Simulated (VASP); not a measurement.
# La (P6_3/mmc) in VASP: notebook, part 3 of 3

VASP 6.6.1. Earlier steps stand in the parts before.

**5. Electric field gradients, LDA (38.44 Å³/atom)**

This run uses another cell than the first one, of 38.44 Å³/atom.

INCAR reads:

```
ALGO = Normal
EDIFF = 1E-8
ENCUT = 520
ISIF = 2
ISMEAR = -1
LASPH = True
LCHARG = False
LEFG = True
LREAL = False
LWAVE = False
NBANDS = 18
NELM = 80
PREC = Accurate
SIGMA = 0.05
```

KPOINTS reads:

```
k-points
0
Gamma
  11 11 6
```

POSCAR reads:

```
La
1.0
    3.7993498420      0.0000000000      0.0000000000
   -1.8996749210      3.2903334810      0.0000000000
    0.0000000000      0.0000000000      6.1498775812
La
2
Direct
    0.3333333333      0.6666666667      0.2500000000
    0.6666666667      0.3333333333      0.7500000000
```

Potentials or basis: VASP PAW LDA potentials, release 64 (La).

Run with:

```sh
cat potpaw_LDA.64/La/POTCAR > POTCAR
mpirun -np 1 vasp_std > vasp.out
```

OUTCAR:

```text
EDIFF = 1E-8
   ENCUT = 520
   ISIF = 2
   ISMEAR = -1
   LASPH = True
   LREAL = False
   NELM = 80
   PREC = Accurate

 ion  position               nearest neighbor table
   1  0.333  0.667  0.250-
   2  0.667  0.333  0.750-

  LATTYP: Found a hexagonal cell.
 ALAT       =     3.7993498420
 C/A-ratio  =     1.6186657815

  Lattice vectors:

 A1 = (   3.7993498420,   0.0000000000,   0.0000000000)
 A2 = (  -1.8996749210,   3.2903334810,   0.0000000000)
 A3 = (   0.0000000000,   0.0000000000,   6.1498775812)

Analysis of symmetry for initial positions (statically):
=====================================================================
 Subroutine PRICEL returns:
 Original cell was already a primitive cell.

 Routine SETGRP: Setting up the symmetry group for a
 hexagonal supercell.

 Subroutine GETGRP returns: Found 24 space group operations
 (whereof 12 operations were pure point group operations)
 out of a pool of 24 trial point group operations.

The static configuration has the point symmetry D_3d.
 The point group associated with its full space group is D_6h.

Analysis of symmetry for dynamics (positions and initial velocities):
=====================================================================
 Subroutine PRICEL returns:
 Original cell was already a primitive cell.

 Routine SETGRP: Setting up the symmetry group for a
 hexagonal supercell.

 Subroutine GETGRP returns: Found 24 space group operations
 (whereof 12 operations were pure point group operations)
 out of a pool of 24 trial point group operations.

The dynamic configuration has the point symmetry D_3d.
 The point group associated with its full space group is D_6h.

 Subroutine INISYM returns: Found 24 space group operations
 (whereof 12 operations are pure point group operations),
[... 147 lines left out ...]
 fundamental gap:      0.0139323403
 Fermi energy:         7.3213418512

 k-point     1 :       0.0000    0.0000    0.0000
  band No.  band energies     occupation
      1     -25.4679      2.00000
      2     -25.2889      2.00000
      3      -9.7925      2.00000
      4      -8.6955      2.00000
      5      -8.6955      2.00000
      6      -8.5243      2.00000
[... 481 lines left out ...]
      5      -9.0488      2.00000
      6      -8.8225      2.00000
[... 10 lines left out ...]
     17       8.8736      0.00000
     18       8.9245      0.00000

 [... further k-points ...]
[... 5 lines left out ...]
  --------------------------------------------------------------------------------------
  -------------------------------------------------------------------------------------
  Total       -1.8090677     -1.8090677     -1.9181869      0.0000000      0.0000000      0.0000000
  in kB      -37.7007280    -37.7007280    -39.9747574      0.0000000      0.0000000      0.0000000
  external PRESSURE =     -38.4587378 kB  Pullay stress =       0.0000000 kB

 VOLUME and BASIS-vectors are now :
 -----------------------------------------------------------------------------
  energy-cutoff  :      520.00
  volume of cell :       76.88
      direct lattice vectors                 reciprocal lattice vectors
     3.799349842  0.000000000  0.000000000     0.263202927  0.151960281  0.000000000
    -1.899674921  3.290333481  0.000000000     0.000000000  0.303920562  0.000000000
     0.000000000  0.000000000  6.149877581     0.000000000  0.000000000  0.162604863

 POSITION                                       TOTAL-FORCE (eV/Angst)
 -----------------------------------------------------------------------------------
     -0.00000      2.19356      1.53747         0.000000     -0.000000      0.000000
      1.89967      1.09678      4.61241        -0.000000      0.000000      0.000000
 -----------------------------------------------------------------------------------
    total drift:                               -0.000000      0.000000     -0.000000

  FREE ENERGIE OF THE ION-ELECTRON SYSTEM (eV)
  ---------------------------------------------------
  free  energy   TOTEN  =       -10.9436294824 eV

  energy  without entropy=      -10.9073860718  energy(sigma->0) =      -10.92550778

 Electric field gradients (V/A^2)
---------------------------------------------------------------------
 ion       V_xx      V_yy      V_zz      V_xy      V_xz      V_yz
---------------------------------------------------------------------
   1      -4.657    -4.656     9.313     0.000     0.000    -0.000
   2      -4.657    -4.656     9.313     0.000    -0.000     0.000
---------------------------------------------------------------------

 Electric field gradients after diagonalization (V/A^2)
 (convention: |V_zz| > |V_xx| > |V_yy|)
----------------------------------------------------------------------
 ion       V_xx      V_yy      V_zz     asymmetry (V_yy - V_xx)/ V_zz
----------------------------------------------------------------------
   1      -4.657    -4.656     9.313       0.000
   2      -4.657    -4.656     9.313       0.000
----------------------------------------------------------------------

           NMR quadrupolar parameters

 Cq : quadrupolar parameter    Cq=e*Q*V_zz/h
 eta: asymmetry parameters     (V_yy - V_xx)/ V_zz
 Q  : nuclear electric quadrupole moment in mb (millibarn)
----------------------------------------------------------------------
 ion       Cq(MHz)       eta       Q (mb)
----------------------------------------------------------------------
   1       0.023       0.000       1.000
   2       0.023       0.000       1.000
----------------------------------------------------------------------
```

OSZICAR:

```text
N       E                     dE             d eps       ncg     rms          rms(c)
DAV:   1     0.248718190930E+03    0.24872E+03   -0.80317E+03  2312   0.166E+03
DAV:   2     0.254495244097E+02   -0.22327E+03   -0.22004E+03  3264   0.302E+02
DAV:   3    -0.754663043494E+01   -0.32996E+02   -0.32241E+02  3796   0.131E+02
DAV:   4    -0.106900238581E+02   -0.31434E+01   -0.31039E+01  4598   0.379E+01
DAV:   5    -0.109336105777E+02   -0.24359E+00   -0.24234E+00  3664   0.988E+00    0.314E+00
DAV:   6    -0.109586294277E+02   -0.25019E-01   -0.58316E-01  4604   0.483E+00    0.151E+00
DAV:   7    -0.109452781241E+02    0.13351E-01   -0.37048E-02  3736   0.133E+00    0.531E-01
DAV:   8    -0.109435557323E+02    0.17224E-02   -0.66518E-03  4600   0.629E-01    0.456E-02
DAV:   9    -0.109436063230E+02   -0.50591E-04   -0.59307E-04  3960   0.156E-01    0.314E-02
DAV:  10    -0.109436303119E+02   -0.23989E-04   -0.16956E-04  4376   0.755E-02    0.255E-02
DAV:  11    -0.109436294770E+02    0.83496E-06   -0.25354E-05  3864   0.457E-02    0.468E-03
DAV:  12    -0.109436295264E+02   -0.49411E-07   -0.13923E-06  4352   0.133E-02    0.156E-03
DAV:  13    -0.109436294902E+02    0.36174E-07   -0.32200E-07  4240   0.501E-03    0.651E-04
DAV:  14    -0.109436294824E+02    0.78055E-08   -0.42480E-08  3216   0.231E-03
   1 F= -.10943629E+02 E0= -.10925508E+02  d E =-.362434E-01
```

stdout:

```text
POSCAR found type information on POSCAR La
 POSCAR found :  1 types and       2 ions
 scaLAPACK will be used
 LDA part: xc-table for (Slater(with rela. corr.)+CA(PZ))
 , standard interpolation
 POSCAR, INCAR and KPOINTS ok, starting setup
 FFT: planning ... GRIDC
 FFT: planning ... GRID_SOFT
 FFT: planning ... GRID
 WAVECAR not read
 entering main loop
ion   1

ion   2
```

Run time: 53 s. Hardware: 1 thread of Intel Xeon Platinum 8488C (Sapphire Rapids), shared host; peak memory 0.22 GiB.

What came out:

| Quantity | Value |
| --- | --- |
| Free energy | -10.9436 eV |
| Pressure | -3.8 GPa |
| Band gap on the k mesh | zero (bands 11 and 12 overlap by 1.31 eV) |
| Largest electric field gradient by atom | La +9.3 V/Å² |

Levels at points of the mesh, in eV from the Fermi level:
```
           k point  band 9  band 10  band 11  band 12  band 13  band 14
(0.00, 0.00, 0.00)   -3.21    -1.72     0.98     1.27     1.27     1.32
(0.00, 0.00, 0.50)   -1.91    -1.91     0.55     0.55     1.33     1.33
```

Electric field gradients, principal values (V/Å²):
| atom | least | middle | greatest (by size) |
| --- | --- | --- | --- |
| 1 La | -4.656 | -4.657 | 9.313 |
| 2 La | -4.656 | -4.657 | 9.313 |

Caveat: the cell stands under tension; without QUAD_EFG the Cq values of the log hold for a quadrupole moment of 1 mb, not for the nuclei; spin-orbit coupling is left out, which moves the levels of the heavy elements.
